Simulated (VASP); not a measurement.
# ZrB2 (P6/mmm) in VASP: a series of runs

Runs on ZrB2. Level: PBE. Tasks: electric field gradients.

Program: VASP 6.6.1. These are calculated values, not measurements. Logs are shortened: lines on timing, memory, paths and dates and some standing lists are left out, and cuts for length are marked.

## 1. The cell of the first run

The structure is hexagonal, space group P6/mmm (No. 191). The conventional cell has a = 3.197 Å, b = 3.197 Å, c = 3.520 Å, α = 90.00°, β = 90.00°, γ = 120.00°. Zr (site symmetry 6/mmm) has 12 B at 2.55 Å and 6 Zr at 3.20 Å within 3.4 Å. B (site symmetry -6m2) has 3 B at 1.85 Å within 2.4 Å.

## 2. Electric field gradients, PBE (equal xx and yy strain of +1 %)

INCAR

```
PREC = Accurate
ENCUT = 420
EDIFF = 1E-8
ISMEAR = -1
SIGMA = 0.05
LREAL = False
LASPH = True
NELM = 120
ALGO = Normal
ISIF = 2
LWAVE = False
LCHARG = False
GGA = PE
LEFG = True
NBANDS = 16
GGA_COMPAT = False
```

KPOINTS

```
Automatic mesh
0
Gamma
  12 12 9
```

POSCAR

```
ZrB2
1.0
    3.1966498238      0.0000000000      0.0000000000
   -1.5983249119      2.7683799544      0.0000000000
    0.0000000000      0.0000000000      3.5200000000
Zr B
1 2
Direct
    0.0000000000      0.0000000000      0.0000000000
    0.3333333333      0.6666666667      0.5000000000
    0.6666666667      0.3333333333      0.5000000000
```

Potentials or basis: VASP PAW PBE potentials, release 64 (Zr_sv, B).

Launch:

```sh
> cat potpaw_PBE.64/Zr_sv/POTCAR potpaw_PBE.64/B/POTCAR > POTCAR
> mpirun -np 1 vasp_std > vasp.out
```

OUTCAR:

```text
PREC = Accurate
   ENCUT = 420
   EDIFF = 1E-8
   ISMEAR = -1
   LREAL = False
   LASPH = True
   NELM = 120
   ISIF = 2
   GGA = PE

 ion  position               nearest neighbor table
   1  0.000  0.000  0.000-   2 2.55   3 2.55   2 2.55   3 2.55   2 2.55   2 2.55   3 2.55   3 2.55
                             3 2.55   3 2.55   2 2.55   2 2.55
   2  0.333  0.667  0.500-   3 1.85   3 1.85   3 1.85   1 2.55   1 2.55   1 2.55   1 2.55   1 2.55
                             1 2.55
   3  0.667  0.333  0.500-   2 1.85   2 1.85   2 1.85   1 2.55   1 2.55   1 2.55   1 2.55   1 2.55
                             1 2.55

  LATTYP: Found a hexagonal cell.
 ALAT       =     3.1966498238
 C/A-ratio  =     1.1011528300

  Lattice vectors:

 A1 = (   3.1966498238,   0.0000000000,   0.0000000000)
 A2 = (  -1.5983249119,   2.7683799544,   0.0000000000)
 A3 = (   0.0000000000,   0.0000000000,   3.5200000000)

Analysis of symmetry for initial positions (statically):
=====================================================================
 Subroutine PRICEL returns:
 Original cell was already a primitive cell.

 Routine SETGRP: Setting up the symmetry group for a
 hexagonal supercell.

 Subroutine GETGRP returns: Found 24 space group operations
 (whereof 24 operations were pure point group operations)
 out of a pool of 24 trial point group operations.

The static configuration has the point symmetry D_6h.

Analysis of symmetry for dynamics (positions and initial velocities):
=====================================================================
 Subroutine PRICEL returns:
 Original cell was already a primitive cell.

 Routine SETGRP: Setting up the symmetry group for a
 hexagonal supercell.

 Subroutine GETGRP returns: Found 24 space group operations
 (whereof 24 operations were pure point group operations)
 out of a pool of 24 trial point group operations.

The dynamic configuration has the point symmetry D_6h.

 Subroutine INISYM returns: Found 24 space group operations
 (whereof 24 operations are pure point group operations),
 and found     1 'primitive' translations

----------------------------------------------------------------------------------------

                                     Primitive cell

  volume of cell :      31.1504

  direct lattice vectors                    reciprocal lattice vectors
     3.196649824  0.000000000  0.000000000     0.312827509  0.180611046  0.000000000
    -1.598324912  2.768379954  0.000000000     0.000000000  0.361222093  0.000000000
     0.000000000  0.000000000  3.520000000     0.000000000  0.000000000  0.284090909

  length of vectors
     3.196649824  3.196649824  3.520000000     0.361222093  0.361222093  0.284090909

  position of ions in fractional coordinates (direct lattice)
     0.000000000  0.000000000  0.000000000
     0.333333333  0.666666667  0.500000000
     0.666666667  0.333333333  0.500000000

  ion indices of the primitive-cell ions
   primitive index   ion index
                 1           1
                 2           2
                 3           3

----------------------------------------------------------------------------------------

 KPOINTS: Automatic mesh

Automatic generation of k-mesh.
 Grid dimensions read from file:
 generate k-points for:   12   12    9

 Generating k-lattice:

  Cartesian coordinates                     Fractional coordinates (reciprocal lattice)
     0.026068959  0.015050921  0.000000000     0.083333333  0.000000000  0.000000000
     0.000000000  0.030101841  0.000000000     0.000000000  0.083333333  0.000000000
     0.000000000  0.000000000  0.031565657     0.000000000  0.000000000  0.111111111

  Length of vectors
     0.030101841  0.030101841  0.031565657

  Shift w.r.t. Gamma in fractional coordinates (k-lattice)
     0.000000000  0.000000000  0.000000000

 Subroutine IBZKPT returns following result:
 ===========================================

 Found     95 irreducible k-points:

 Following reciprocal coordinates:
            Coordinates               Weight
  0.000000  0.000000  0.000000      1.000000
  0.083333  0.000000  0.000000      6.000000
  0.166667  0.000000  0.000000      6.000000
  0.250000  0.000000  0.000000      6.000000
  0.333333  0.000000  0.000000      6.000000
  0.416667  0.000000  0.000000      6.000000
[... 16 lines left out ...]
  0.250000  0.000000  0.111111     12.000000
  0.333333  0.000000  0.111111     12.000000
 [... further k-points ...]
   k-points           NKPTS =     95   k-points in BZ     NKDIM =     95   number of bands    NBANDS=     16
   number of dos      NEDOS =    301   number of ions     NIONS =      3
   total plane-waves  NPLWV =  13824
   dimension x,y,z NGX =    24 NGY =   24 NGZ =   24
   dimension x,y,z NGXF=    48 NGYF=   48 NGZF=   48
   ions per type =               1   2
   NGX,Y,Z   is equivalent  to a cutoff of  12.48, 12.48, 11.33 a.u.
   NGXF,Y,Z  is equivalent  to a cutoff of  24.96, 24.96, 22.67 a.u.
 SYSTEM =  unknown system
   PREC   = accura    normal or accurate (medium, high low for compatibility)
   ISTART =      0    job   : 0-new  1-cont  2-samecut
   ICHARG =      2    charge: 1-file 2-atom 10-const
   ISPIN  =      1    spin polarized calculation?
   LNONCOLLINEAR =      F non collinear calculations
   LSORBIT =      F    spin-orbit coupling
   LASPH  =      T    aspherical Exc in radial PAW
   ENCUT  =  420.0 eV  30.87 Ry    5.56 a.u.   5.34  5.34  5.88*2*pi/ulx,y,z
   NELM   =    120;   NELMIN=  2; NELMDL= -5     # of ELM steps
   EDIFF  = 0.1E-07   stopping-criterion for ELM
   LREAL  =      F    real-space projection
   EDIFFG = 0.1E-06   stopping-criterion for IOM
   NSW    =      0    number of steps for IOM
   IBRION =     -1    ionic relax: 0-MD 1-quasi-New 2-CG
   NFREE  =      0    steps in history (QN), initial steepest desc. (CG)
   ISIF   =      2    stress and relaxation
   ISYM   =      2    0-nonsym 1-usesym 2-fastsym
   POTIM  = 0.5000    time-step for ionic-motion
   TEBEG  =    0.0;   TEEND  =   0.0 temperature during run
   PSTRESS=    0.0 pullay stress
   NELECT =      18.0000    total number of electrons
   NUPDOWN=      -1.0000    fix difference up-down
   EMIN   =  10.00;   EMAX   =-10.00  energy-range for DOS
   EFERMI =   0.00;   METHOD = LEGACY
   ISMEAR =    -1;   SIGMA  =   0.05  broadening in eV -4-tet -1-fermi 0-gaus
   EFERMI_NEDOS =   21; number of points for ismear=-14 and -15
   IALGO  =     38    algorithm
   IMIX   =      4    mixing-type and parameters
     AMIX     =   0.40;   BMIX     =  1.00
     AMIX_MAG =   1.60;   BMIX_MAG =  1.00
  volume/ion in A,a.u.               =      10.38        70.07
  Fermi-wavevector in a.u.,A,eV,Ry     =   1.363571  2.576776 25.297676  1.859327
  Thomas-Fermi vector in A             =   2.489963
   LORBIT       =      0    0 simple, 1 ext, 2 COOP (PROOUT), +10 PAW based schemes
   GGA     = PE    functional components
   LHFCALC =     F    Hartree Fock is set to
   AEXX    =    0.0000 exact exchange contribution
   IVDW    =     0    specifies the selected vdW correction
   LEPSILON=     F    determine dielectric tensor
   LRPA    =     F    only Hartree local field effects (RPA)
 non-spin polarized calculation
  energy-cutoff  :      420.00
  volume of cell :       31.15
 maximum number of plane-waves:       636
 NGX is ok and might be reduce to    24
   NGX = 11   NGY = 11   NGZ = 11

 number of electron      18.0000000 magnetization

 Free energy of the ion-electron system (eV)
  ---------------------------------------------------
  ext. energy  EPLUGINS =         0.00000000
  ---------------------------------------------------
  free energy    TOTEN  =       -24.97422888 eV

  energy without entropy =      -24.97219686  energy(sigma->0) =      -24.97321287

 E-fermi :  10.4668     XC(G=0): -12.3841

 val. band max:       10.2881229167   @ k =   0.0833   0.0833   0.3333
 cond. band min:      10.4704778026   @ k =   0.1667   0.1667   0.1111
 fundamental gap:      0.1823548858
 Fermi energy:        10.4667753024

 k-point     1 :       0.0000    0.0000    0.0000
  band No.  band energies     occupation
      1     -38.2737      2.00000
      2     -16.4440      2.00000
      3     -15.9361      2.00000
      4     -15.9361      2.00000
      5      -2.2690      2.00000
      6       7.6982      2.00000
[... 8 lines left out ...]
     15      15.3928      0.00000
     16      15.3928      0.00000
[... 419 lines left out ...]
 k-point    24 :       0.3333    0.0000    0.1111
  band No.  band energies     occupation
      1     -38.1928      2.00000
      2     -16.5950      2.00000
      3     -16.3625      2.00000
      4     -16.0821      2.00000
      5      -0.2366      2.00000
      6       3.9203      2.00000
[... 8 lines left out ...]
     15      17.9361      0.00000
     16      20.7843      0.00000

 [... further k-points ...]
[... 5 lines left out ...]
  --------------------------------------------------------------------------------------
  -------------------------------------------------------------------------------------
  Total       -0.7917145     -0.7917145      0.2318237      0.0000000      0.0000000     -0.0000000
  in kB      -40.7207503    -40.7207503     11.9235318      0.0000000      0.0000000     -0.0000000
  external PRESSURE =     -23.1726563 kB  Pullay stress =       0.0000000 kB

 VOLUME and BASIS-vectors are now :
 -----------------------------------------------------------------------------
  energy-cutoff  :      420.00
  volume of cell :       31.15
      direct lattice vectors                 reciprocal lattice vectors
     3.196649824  0.000000000  0.000000000     0.312827509  0.180611046  0.000000000
    -1.598324912  2.768379954  0.000000000     0.000000000  0.361222093  0.000000000
     0.000000000  0.000000000  3.520000000     0.000000000  0.000000000  0.284090909

 POSITION                                       TOTAL-FORCE (eV/Angst)
 -----------------------------------------------------------------------------------
      0.00000      0.00000      0.00000         0.000000      0.000000     -0.000000
     -0.00000      1.84559      1.76000        -0.000000     -0.000000     -0.000000
      1.59832      0.92279      1.76000         0.000000      0.000000      0.000000
 -----------------------------------------------------------------------------------
    total drift:                               -0.000000      0.000000      0.000000

  FREE ENERGIE OF THE ION-ELECTRON SYSTEM (eV)
  ---------------------------------------------------
  free  energy   TOTEN  =       -24.9742288775 eV

  energy  without entropy=      -24.9721968563  energy(sigma->0) =      -24.97321287

 Electric field gradients (V/A^2)
---------------------------------------------------------------------
 ion       V_xx      V_yy      V_zz      V_xy      V_xz      V_yz
---------------------------------------------------------------------
   1     -19.772   -19.772    39.544    -0.000     0.000    -0.000
   2      -0.521    -0.521     1.042    -0.000     0.000    -0.000
   3      -0.521    -0.521     1.042    -0.000     0.000    -0.000
---------------------------------------------------------------------

 Electric field gradients after diagonalization (V/A^2)
 (convention: |V_zz| > |V_xx| > |V_yy|)
----------------------------------------------------------------------
 ion       V_xx      V_yy      V_zz     asymmetry (V_yy - V_xx)/ V_zz
----------------------------------------------------------------------
   1     -19.772   -19.772    39.544       0.000
   2      -0.521    -0.521     1.042       0.000
   3      -0.521    -0.521     1.042       0.000
----------------------------------------------------------------------

           NMR quadrupolar parameters

 Cq : quadrupolar parameter    Cq=e*Q*V_zz/h
 eta: asymmetry parameters     (V_yy - V_xx)/ V_zz
 Q  : nuclear electric quadrupole moment in mb (millibarn)
----------------------------------------------------------------------
 ion       Cq(MHz)       eta       Q (mb)
----------------------------------------------------------------------
   1       0.096       0.000       1.000
   2       0.003       0.000       1.000
   3       0.003       0.000       1.000
----------------------------------------------------------------------
```

Run time: 22 s. Hardware: 1 thread of Intel Xeon 6975P-C (Granite Rapids), shared host; peak memory 0.16 GiB.

Results:

```yaml
Free_energy: -24.9742 eV
Pressure: -2.3 GPa
Band_gap_on_the_k_mesh: zero (band 9 reaches 11.04 eV, above the bottom of band 10 at 9.90 eV)
```

Electric field gradients, principal values (V/Å²):
| atom | least | middle | greatest (by size) |
| --- | --- | --- | --- |
| 1 Zr | -19.772 | -19.772 | 39.544 |
| 2 B | -0.521 | -0.521 | 1.042 |
| 3 B | -0.521 | -0.521 | 1.042 |

Caveat: the cell differs from its parent crystal (equal xx and yy strain of +1 %); without QUAD_EFG the Cq values of the log hold for a quadrupole moment of 1 mb, not for the nuclei.

[end of part 1 of 3]
